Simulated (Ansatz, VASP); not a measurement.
# EuO: VASP beside Ansatz

POSCAR

```
EuO
1.0
   -2.5238312015     -2.5238312015      5.0476624030
   -5.0476624030     -2.5238312015      2.5238312015
   -2.5238312015     -5.0476624030      2.5238312015
Eu O
2 2
Direct
    0.0000000000      0.0000000000      0.0000000000
    0.5000000000      0.5000000000      0.5000000000
    1.2500000000     -0.7500000000     -0.7500000000
    1.7500000000     -0.2500000000     -0.2500000000
```

INCAR.step1

```
SYSTEM = EuO
PREC = Accurate
ENCUT = 800
ISMEAR = 0
SIGMA = 0.05
LREAL = .False.
LASPH = .True.
NELM = 200
ISPIN = 2
MAGMOM = 7 7 0 0
LMAXMIX = 6
NBANDS = 35
GGA = PE
ALGO = Normal
EDIFF = 1E-5
LWAVE = .True.
LCHARG = .False.
GGA_COMPAT = .False.
KPAR = 4
```

Contents of INCAR.step2:

```
SYSTEM = EuO
PREC = Accurate
ENCUT = 800
EDIFF = 1E-6
ISMEAR = 0
SIGMA = 0.05
LREAL = .False.
LASPH = .True.
NELM = 200
ALGO = Normal
ISIF = 2
LWAVE = .False.
LCHARG = .False.
ISPIN = 2
MAGMOM = 7 7 0 0
LORBIT = 11
LMAXMIX = 6
METAGGA = R2SCAN
LMIXTAU = .True.
NBANDS = 35
ISTART = 1
GGA_COMPAT = .False.
KPAR = 4
```

File KPOINTS:

```
Automatic mesh
0
Gamma
  8 8 8
  0 0 0
```

Input for Ansatz:

```yaml
crystal:
  lattice:
    - [-2.5238312015, -2.5238312015, 5.047662403]
    - [-5.047662403, -2.5238312015, 2.5238312015]
    - [-2.5238312015, -5.047662403, 2.5238312015]
  atoms:
    - { symbol: Eu, position: [0.0, 0.0, 0.0], spin: 7.0 }
    - { symbol: O, position: [1.25, -0.75, -0.75] }
    - { symbol: Eu, position: [0.5, 0.5, 0.5], spin: 7.0 }
    - { symbol: O, position: [1.75, -0.25, -0.25] }
basis:
  ecutwfc: 500
  ecutrho_ratio: 4
kpoints:
  mp_grid: { grid: [8, 8, 8] }
hamiltonian:
  xc: r2scan
scf:
  occupations: { method: gaussian, width: 0.05 }
  lower_state_search: "off"
output:
  forces: true
  stress: true
  eigenvalues: true
  populations: true
magnetization:
  spin_polarized: true
```

Alike in both runs: task single point; functional r2SCAN; k mesh 8 × 8 × 8; occupations gaussian, width 0.05 eV; collinear spin.

```csv
,VASP,Ansatz
version,VASP 6.6.1,Ansatz 0.2.0
potentials or method,"VASP PAW PBE potentials, release 64 (Eu, O), cutoff 800 eV","scalar-relativistic, plane waves, PAW"
valence electrons in the cell,46,46
```

|  | VASP | Ansatz | Ansatz less VASP |
| --- | --- | --- | --- |
| gap on the k mesh at the Fermi level (eV) | none | none | - |
| pressure (GPa) | -0.4 | 0.0 | +0.41 |
| net moment per atom (μB) | 3.49 | 3.49 | +0.003 |
| size of the moment on the site where the two differ most (μB) | 6.53 | 6.65 | +0.123 |

VASP's potentials were made for PBE, not for r2SCAN. Site moments also hang on the region over which each program counts them. A gap of «none» marks a metal or a gap that the smearing closes. Ansatz's warnings: stability check not made.

Neither program's run includes spin-orbit coupling.
